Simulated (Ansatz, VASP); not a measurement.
## LiHF2 in VASP and in Ansatz

```
CELL_PARAMETERS angstrom
1.39616 0.80607 4.54887
-1.39616 0.80607 4.54887
0.00000 -1.61214 4.54887
ATOMIC_POSITIONS crystal
Li 0.00000 0.00000 0.00000
H 0.50000 0.50000 0.50000
F 0.42950 0.42950 0.42950
F 0.57050 0.57050 0.57050
```

Alike in both runs: task single point; functional PBEsol; k mesh 9 × 9 × 9; occupations gaussian, width 0.02 eV; no spin polarisation.

```csv
,VASP,Ansatz
version,VASP 6.6.1,Ansatz 0.2.0
potentials or method,"VASP PAW PBE potentials, release 64 (Li_sv, H, F), cutoff 520 eV","scalar-relativistic, plane waves, PAW"
valence electrons in the cell,18,18
```

Ansatz gave:

| Quantity | Value |
| --- | --- |
| gap on the k mesh at the Fermi level (eV) | 8.36 |
| least direct gap on the mesh (eV) | 8.41 |
| rms of the force components (eV/Å) | 4.184 |

**Question.** Estimate VASP's values.

**Answer.** gap on the k mesh at the Fermi level (eV): 8.35; least direct gap on the mesh (eV): 8.40; rms of the force components (eV/Å): 4.258.

VASP's potentials were made for PBE, not for PBEsol. Atom by atom the forces differ by 0.075 eV/Å (rms over components).

Noted on VASP's run: the cutoff is short for stress, so the pressure is rough.
